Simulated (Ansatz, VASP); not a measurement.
**Si2Mo: VASP beside Ansatz**

```
CELL_PARAMETERS angstrom
-3.21685 0.00000 0.00000
0.00000 -3.21685 0.00000
-0.64337 0.00000 15.74604
ATOMIC_POSITIONS crystal
Si 0.44149 0.50000 0.29255
Si 0.99149 0.00000 0.04255
Si 0.34149 0.50000 0.79255
Si 0.89149 0.00000 0.54255
Si 0.40851 0.50000 0.45745
Si 0.95851 0.00000 0.20745
Si 0.30851 0.50000 0.95745
Si 0.85851 0.00000 0.70745
Mo 0.92500 0.00000 0.37500
Mo 0.47500 0.50000 0.12500
Mo 0.82500 0.00000 0.87500
Mo 0.37500 0.50000 0.62500
```

Alike in both runs: task single point; functional PBE; k mesh 14 × 14 × 3; occupations gaussian, width 0.15 eV; no spin polarisation.

```csv
,VASP,Ansatz
version,VASP 6.6.1,Ansatz 0.2.0
potentials or method,"VASP PAW PBE potentials, release 64 (Si, Mo_sv), cutoff 520 eV","scalar-relativistic, plane waves, PAW"
valence electrons in the cell,88,88
```

```csv
,VASP,Ansatz,Ansatz less VASP
gap on the k mesh at the Fermi level (eV),none,none,-
pressure (GPa),1.9,1.8,-0.13
"traceless stress, the component that is largest in VASP (GPa)",6.29,6.31,+0.020
rms of the force components (eV/Å),0.586,0.590,+0.0035
```

Atom by atom the forces differ by 0.004 eV/Å (rms over components). A gap of «none» marks a metal or a gap that the smearing closes. The functional is the same, so the differences come from potentials, cutoffs and numerics.
